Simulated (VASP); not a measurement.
Wanted: the native input for a VASP 6.6.1 run.

```yaml
Task: single point
Functional: PBE
Potentials_or_basis: VASP PAW PBE potentials, release 64 (Tl_d)
Cutoff: 520 eV
k_mesh: 6 × 6 × 6
Occupations: gaussian, width 0.1 eV
Spin: no spin polarisation
Dipole_correction: no
Further_INCAR_settings: ALGO = Normal; EDIFF = 1e-07; NBANDS = 12
```

The structure of Tl lies in POSCAR:

```
Tl
1.0
   -2.1133298711      2.1133298711      1.9747377322
    2.1133298711     -2.1133298711      1.9747377322
    2.1133298711      2.1133298711     -1.9747377322
Tl
1
Direct
    0.0000000000      0.0000000000      0.0000000000
```

These files were run (other wordings do the same):

INCAR

```
ALGO = Normal
EDIFF = 1E-7
ENCUT = 520
GGA = PE
ISIF = 2
ISMEAR = 0
LASPH = True
LCHARG = True
LELF = True
LREAL = False
LVHAR = True
LWAVE = False
NBANDS = 12
NELM = 100
PREC = Accurate
SIGMA = 0.1
```

KPOINTS

```
k-points
0
Gamma
  6 6 6
```

Potentials or basis: VASP PAW PBE potentials, release 64 (Tl_d).

Command:

```console
$ cat potpaw_PBE.64/Tl_d/POTCAR > POTCAR
$ mpirun -np 1 vasp_std > vasp.out
```

It gave:

```json
{
 "Pressure": "-2.3 GPa",
 "Band gap on the k mesh": "zero (an odd number of electrons rules out a gap without spin polarisation)"
}
```

Caveat: the k points lie up to 0.36 Å⁻¹ apart, too coarse for converged energies and pressures of a metal; spin-orbit coupling is left out, which moves the levels of the heavy elements.

Wall time 10 s on 1 thread of Intel(R) Xeon(R) Platinum 8259CL CPU @ 2.50GHz (Skylake/Cascade Lake), with other jobs on the host, peak memory 0.15 GiB.
